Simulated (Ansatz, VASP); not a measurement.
GaN: VASP beside Ansatz

The input INCAR:

```
PREC     = Accurate       # precision mode
ENCUT    = 520            # plane-wave cutoff, eV
EDIFF    = 1E-7           # SCF threshold, eV
ISMEAR   = -1             # smearing method
SIGMA    = 0.02           # smearing width, eV
LREAL    = False          # projectors in reciprocal space
LASPH    = True           # aspherical terms in the spheres
NELM     = 100            # most SCF steps
ALGO     = Normal         # electronic algorithm
ISIF     = 2              # what is computed and relaxed
LWAVE    = False          # write WAVECAR
LCHARG   = False          # write CHGCAR
NBANDS   = 46             # bands
```

KPOINTS

```
regular mesh
0
Gamma
  8 5 5
```

File POSCAR:

```
GaN
1.0
   -1.5758364284      2.7294287584      0.0000000000
    0.0000000000      0.0000000000      5.1380245888
    4.7275092852      2.7294287584      0.0000000000
Ga N
4 4
Direct
    0.5000000000      0.9997967160      0.1666666670
    0.0000000000      0.9997967160      0.6666666670
    0.0000000000      0.4997967160      0.3333333330
    0.5000000000      0.4997967160      0.8333333330
    0.5000000000      0.3762032840      0.1666666670
    0.0000000000      0.3762032840      0.6666666670
    0.0000000000      0.8762032840      0.3333333330
    0.5000000000      0.8762032840      0.8333333330
```

Input for Ansatz:

```yaml
crystal:
  lattice:
    - [-1.5758364284, 2.7294287584, 0.0]
    - [0.0, 0.0, 5.1380245888]
    - [4.7275092852, 2.7294287584, 0.0]
  atoms:
    - { symbol: Ga, position: [0.5, 0.999796716, 0.166666667] }
    - { symbol: Ga, position: [0.0, 0.999796716, 0.666666667] }
    - { symbol: Ga, position: [0.0, 0.499796716, 0.333333333] }
    - { symbol: Ga, position: [0.5, 0.499796716, 0.833333333] }
    - { symbol: "N", position: [0.5, 0.376203284, 0.166666667] }
    - { symbol: "N", position: [0.0, 0.376203284, 0.666666667] }
    - { symbol: "N", position: [0.0, 0.876203284, 0.333333333] }
    - { symbol: "N", position: [0.5, 0.876203284, 0.833333333] }
kpoints:
  mp_grid: { grid: [8, 5, 5] }
scf:
  occupations: { method: fermi_dirac, width: 0.02 }
hamiltonian:
  xc: lda
  pseudopotentials: { kind: all_electron, lapw: { basis_error: 0.001 } }
output:
  forces: true
  stress: true
  eigenvalues: true
```

Alike in both runs: task single point; functional LDA; k mesh 8 × 5 × 5; occupations fermi-dirac, width 0.02 eV; no spin polarisation.

|  | VASP | Ansatz |
| --- | --- | --- |
| version | VASP 6.6.1 | Ansatz 0.2.0 |
| potentials or method | VASP PAW LDA potentials, release 64 (Ga_d, N), cutoff 520 eV | all-electron LAPW, scalar-relativistic |

|  | VASP | Ansatz | Ansatz less VASP |
| --- | --- | --- | --- |
| gap on the k mesh at the Fermi level (eV) | 2.15 | 2.14 | -0.010 |
| pressure (GPa) | 1.2 | 0.2 | -0.99 |

LDA's correlation is that of Perdew and Zunger in VASP and of Perdew and Wang (1992) in Ansatz. Ansatz ran all-electron here, and VASP with PAW potentials.
